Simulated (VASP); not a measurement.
# PbO2 (P1) in VASP: notebook, part 2 of 2

VASP 6.6.1. The steps go on from the part before.

## (4) Single point, PBE

This run uses another cell than the first one, of 16.78 Å³/atom.

File INCAR:

```
SYSTEM = PbO2
PREC = Accurate
ENCUT = 600
EDIFF = 1E-6
ISMEAR = 0
SIGMA = 0.01
LREAL = .FALSE.
LASPH = .TRUE.
NELM = 120
ALGO = Normal
ISIF = 2
LWAVE = .FALSE.
LCHARG = .FALSE.
GGA = PE
NBANDS = 20
GGA_COMPAT = .FALSE.
```

File KPOINTS:

```
Automatic mesh
0
Gamma
  1 1 1
  0.5 0.5 0.5
```

File POSCAR:

```
PbO2
1.0
    3.1937679100     -0.0517993900      0.0823520900
   -1.6417438600      3.0087051200     -0.0805647100
    0.1344797900     -0.0742716600      5.2912420000
Pb O
1 2
Direct
    0.8367930000      0.2607780000      0.8661140000
    1.0727320000      0.9176430000      1.1045250000
    1.3347450000      0.5442500000      1.6692410000
```

Potentials or basis: VASP PAW PBE potentials, release 64 (Pb_d, O).

Started as:

```sh
> cat potpaw_PBE.64/Pb_d/POTCAR potpaw_PBE.64/O/POTCAR > POTCAR
> mpirun -np 1 vasp_std > vasp.out
```

OUTCAR:

```text
SYSTEM = PbO2
   PREC = Accurate
   ENCUT = 600
   EDIFF = 1E-6
   ISMEAR = 0
   LREAL = .FALSE.
   LASPH = .TRUE.
   NELM = 120
   ISIF = 2
   GGA = PE

 ion  position               nearest neighbor table
   1  0.837  0.261  0.866-   3 1.72   2 2.16   2 2.32   3 2.39   2 2.43   3 2.53
   2  0.073  0.918  0.105-   1 2.16   1 2.32   1 2.43
   3  0.335  0.544  0.669-   1 1.72   1 2.39   1 2.53

  LATTYP: Found a triclinic cell.
 ALAT       =     3.4284282220
 B/A-ratio  =     0.9740533560
 C/A-ratio  =     1.5439937461
 COS(alpha) =     0.0000815147
 COS(beta)  =     0.0479676252
 COS(gamma) =     0.5544772268

  Lattice vectors:

 A1 = (  -1.6417438600,   3.0087051200,  -0.0805647100)
 A2 = (   1.5520240500,   2.9569057300,   0.0017873800)
 A3 = (  -0.1344797900,   0.0742716600,  -5.2912420000)

Analysis of symmetry for initial positions (statically):
=====================================================================
 Subroutine PRICEL returns:
 Original cell was already a primitive cell.

 Routine SETGRP: Setting up the symmetry group for a
 triclinic supercell.

 Subroutine GETGRP returns: Found  1 space group operations
 (whereof  1 operations were pure point group operations)
 out of a pool of  2 trial point group operations.

The static configuration has the point symmetry C_1 .

Analysis of symmetry for dynamics (positions and initial velocities):
=====================================================================
 Subroutine PRICEL returns:
 Original cell was already a primitive cell.

 Routine SETGRP: Setting up the symmetry group for a
 triclinic supercell.

 Subroutine GETGRP returns: Found  1 space group operations
 (whereof  1 operations were pure point group operations)
 out of a pool of  2 trial point group operations.

The dynamic configuration has the point symmetry C_1 .
[... 91 lines left out ...]
   EFERMI =   0.00;   METHOD = LEGACY
   ISMEAR =     0;   SIGMA  =   0.01  broadening in eV -4-tet -1-fermi 0-gaus
   EFERMI_NEDOS =   21; number of points for ismear=-14 and -15
   IALGO  =     38    algorithm
   IMIX   =      4    mixing-type and parameters
     AMIX     =   0.40;   BMIX     =  1.00
     AMIX_MAG =   1.60;   BMIX_MAG =  1.00
  volume/ion in A,a.u.               =      16.78       113.26
  Fermi-wavevector in a.u.,A,eV,Ry     =   1.313387  2.481942 23.469865  1.724986
  Thomas-Fermi vector in A             =   2.443714
   LORBIT       =      0    0 simple, 1 ext, 2 COOP (PROOUT), +10 PAW based schemes
   GGA     = PE    functional components
   LHFCALC =     F    Hartree Fock is set to
   AEXX    =    0.0000 exact exchange contribution
   IVDW    =     0    specifies the selected vdW correction
   LEPSILON=     F    determine dielectric tensor
   LRPA    =     F    only Hartree local field effects (RPA)
 non-spin polarized calculation
 Gauss-broadening in eV      SIGMA  =   0.01
  energy-cutoff  :      600.00
  volume of cell :       50.35
 maximum number of plane-waves:      1686
 NGX is ok and might be reduce to    24
   NGX = 13   NGY = 13   NGZ = 21

 number of electron      26.0000004 magnetization

 Free energy of the ion-electron system (eV)
  ---------------------------------------------------
  ext. energy  EPLUGINS =         0.00000000
  ---------------------------------------------------
  free energy    TOTEN  =       -13.49734535 eV

  energy without entropy =      -13.49734535  energy(sigma->0) =      -13.49734535

 E-fermi :   2.1742     XC(G=0):  -9.3975

 val. band max:        2.1240856302   @ k =   0.5000   0.5000   0.5000
 cond. band min:       4.8705077127   @ k =   0.5000   0.5000   0.5000
 fundamental gap:      2.7464220825
 Fermi energy:         2.1741775465

 k-point     1 :       0.5000    0.5000    0.5000
  band No.  band energies     occupation
      1     -17.7283      2.00000
      2     -14.6342      2.00000
      3     -13.4282      2.00000
      4     -12.7457      2.00000
      5     -12.6832      2.00000
      6     -12.3037      2.00000
[... 12 lines left out ...]
     19      15.5285      0.00000
     20      16.4929      0.00000

------------------------ aborting loop because EDIFF is reached ----------------------------------------

  FORCE on cell =-STRESS in cart. coord.  units (eV):
  Direction    XX          YY          ZZ          XY          YZ          ZX
  --------------------------------------------------------------------------------------
  -------------------------------------------------------------------------------------
  Total       13.5939109      4.7510902      4.9219241      7.4047084     -2.5958584    -11.0010781
  in kB      432.5493552    151.1765848    156.6124059    235.6129788    -82.5985179   -350.0471105
  external PRESSURE =     246.7794486 kB  Pullay stress =       0.0000000 kB

 VOLUME and BASIS-vectors are now :
 -----------------------------------------------------------------------------
  energy-cutoff  :      600.00
  volume of cell :       50.35
      direct lattice vectors                 reciprocal lattice vectors
     3.193767910 -0.051799390  0.082352090     0.316049169  0.172306516 -0.005613944
    -1.641743860  3.008705120 -0.080564710     0.005321836  0.335395275  0.004572591
     0.134479790 -0.074271660  5.291242000    -0.004837911  0.002424992  0.189148542

 POSITION                                       TOTAL-FORCE (eV/Angst)
 -----------------------------------------------------------------------------------
      2.36087      0.67693      4.63072       -10.014394     -4.239574     10.526238
     -1.26019      2.74939      0.48513        -1.034912      0.985735     -2.807707
      0.26558      1.57044      3.52484        11.049306      3.253840     -7.718531
 -----------------------------------------------------------------------------------
    total drift:                               -0.000133     -0.000215      0.000829

  FREE ENERGIE OF THE ION-ELECTRON SYSTEM (eV)
  ---------------------------------------------------
  free  energy   TOTEN  =       -13.4973453471 eV

  energy  without entropy=      -13.4973453471  energy(sigma->0) =      -13.49734535
```

Wall time 3.7 s (1 thread of Intel Xeon Platinum 8488C (Sapphire Rapids), shared host); peak memory 0.17 GiB.

What came out:

- Free energy: -13.4973 eV
- Pressure: 24.7 GPa
- Largest force: 15.135 eV/Å

Forces in eV/Å, atoms in the order of the input:
```
Pb  -10.014  -4.240  10.526
O    -1.035   0.986  -2.808
O    11.049   3.254  -7.719
```

Stress tensor (GPa, compression positive):
```
 43.25  23.56 -35.00
 23.56  15.12  -8.26
-35.00  -8.26  15.66
```

Caveat: the k points lie up to 2.21 Å⁻¹ apart, too coarse for converged energies, forces and pressures; spin-orbit coupling is left out, which moves the levels of the heavy elements; forces of over 1 eV/Å act on the atoms, so gaps and moduli don't describe the material at rest.

## (5) The runs side by side

```tsv
cell	pressure (GPa)	largest force (eV/Å)
a = 3.070, b = 3.294, c = 5.086 Å, angles 92.7, 87.1, 119.6°, 3 atoms, atomic positions A	41.6	16.19
a = 3.070, b = 3.294, c = 5.086 Å, angles 92.7, 87.1, 119.6°, 3 atoms, atomic positions B	52.6	20.27
a = 3.195, b = 3.428, c = 5.293 Å, angles 92.7, 87.1, 119.6°, 3 atoms, atomic positions B	24.7	15.13
```

Alike in all rows: task single point; level PBE; potentials or basis VASP PAW PBE potentials, release 64 (Pb_d, O); no spin polarisation; k mesh 1 × 1 × 1, shifted; cutoff (eV) 600; smearing gaussian 0.01 eV.

Caveats: all runs use coarse meshes; spin-orbit coupling is left out, which moves the levels of the heavy elements; forces of over 1 eV/Å act on the atoms, so gaps and moduli don't describe the material at rest.

Total energies depend on the potentials used, so only differences within one code and one set of settings carry meaning.
